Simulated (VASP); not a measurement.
Set up this calculation in VASP 6.6.1, as the native input.

* Task: relaxation of cell and atoms
* Functional: PBE
* Dispersion: D3(BJ)
* Potentials or basis: VASP PAW PBE potentials, release 64 (N)
* Cutoff: 600 eV
* k mesh: 4 × 4 × 4
* Occupations: fermi-dirac, width 0.02 eV
* Spin: no spin polarisation
* Dipole correction: no
* Further INCAR settings: ALGO = Normal; EDIFF = 1e-06; IBRION = 2; EDIFFG = -0.005; NSW = 80; ISIF = 3

The structure of N lies in POSCAR:

```
N
1.0
    5.8151017200      0.0000000000      0.0000000000
    0.0000000000      5.8151017200      0.0000000000
    0.0000000000      0.0000000000      5.8151017200
N
8
Direct
    0.0639014400      0.0639014400      0.0639014400
    0.4360985600      0.9360985600      0.5639014400
    0.5639014400      0.4360985600      0.9360985600
    0.9360985600      0.5639014400      0.4360985600
    0.9541388600      0.9541388600      0.9541388600
    0.5458611400      0.0458611400      0.4541388600
    0.4541388600      0.5458611400      0.0458611400
    0.0458611400      0.4541388600      0.5458611400
```

These files were run (other wordings do the same):

INCAR

```
SYSTEM = N
  ALGO = Normal
  EDIFF = 1E-6
  EDIFFG = -0.005
  ENCUT = 600
  GGA = PE
  IBRION = 2
  ISIF = 3
  ISMEAR = -1
  IVDW = 12
  LASPH = .TRUE.
  LCHARG = .FALSE.
  LREAL = .FALSE.
  LWAVE = .FALSE.
  NELM = 80
  NSW = 80
  PREC = Accurate
  SIGMA = 0.02
```

KPOINTS

```
k-points
0
G
  4 4 4
  0 0 0
```

Potentials or basis: VASP PAW PBE potentials, release 64 (N).

Run with:

```bash
$ cat potpaw_PBE.64/N/POTCAR > POTCAR
$ mpirun -np 1 vasp_std > vasp.out
```

Results of the run:

The relaxed volume is 21.26 Å³/atom. The relaxed cell is a = 5.540 Å, b = 5.540 Å, c = 5.540 Å, α = 90.00°, β = 90.00°, γ = 90.00°, the space group after relaxing (to 0.1 Å) is Pa-3 (No. 205) and the energy gained by relaxing is 6.6 meV/atom. The ionic steps are 58. The pressure after relaxing is 0.0 GPa. The largest force after relaxing is 0.003 eV/Å and the band gap on the k mesh is 7.15 eV (least direct gap 7.19 eV). The dispersion energy per atom is -0.059 eV.

Caveat: the standard files for N, O and F lose accuracy on very short bonds.

It took 28 min on 1 thread of Oxide Virtual Turin-like Processor (shared host), peak memory 0.32 GiB.
